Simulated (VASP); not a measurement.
Wanted: the native input for a VASP 6.6.1 run.

```yaml
Task: single point
Functional: PBE
Potentials_or_basis: VASP PAW PBE potentials, release 64 (Ta_pv)
Cutoff: 520 eV
k_mesh: 20 × 20 × 20
Occupations: gaussian, width 0.15 eV
Spin: no spin polarisation
Dipole_correction: no
Further_INCAR_settings: ALGO = Fast; EDIFF = 1e-07; NBANDS = 12
```

The structure of Ta lies in POSCAR:

```
Ta
1.0
   -1.4243067033      1.4243067033      2.2978340045
    1.4243067033     -1.4243067033      2.2978340045
    1.4243067033      1.4243067033     -2.2978340045
Ta
1
Direct
    0.0000000000      0.0000000000      0.0000000000
```

The input as run:

INCAR

```
PREC     = Accurate       # precision mode
ENCUT    = 520            # plane-wave cutoff, eV
EDIFF    = 1E-7           # SCF threshold, eV
ISMEAR   = 0              # smearing method
SIGMA    = 0.15           # smearing width, eV
LREAL    = False          # projectors in reciprocal space
LASPH    = True           # aspherical terms in the spheres
NELM     = 60             # most SCF steps
ALGO     = Fast           # electronic algorithm
ISIF     = 2              # what is computed and relaxed
LWAVE    = False          # write WAVECAR
LCHARG   = False          # write CHGCAR
GGA      = PE             # functional
NBANDS   = 12             # bands
```

KPOINTS

```
Automatic mesh
0
Gamma
  20 20 20
```

Potentials or basis: VASP PAW PBE potentials, release 64 (Ta_pv).

The run is started by

```bash
$ cat potpaw_PBE.64/Ta_pv/POTCAR > POTCAR
$ mpirun -np 1 vasp_std > vasp.out
```

Results of the run:

```json
{"Pressure": "0.2 GPa", "Band gap on the k mesh": "zero (an odd number of electrons rules out a gap without spin polarisation)"}
```

Caveat: spin-orbit coupling is left out, which moves the levels of the heavy elements.

It took 78 s on 1 thread of Intel(R) Xeon(R) Platinum 8559C (Emerald Rapids), on a shared host, peak memory 0.25 GiB.
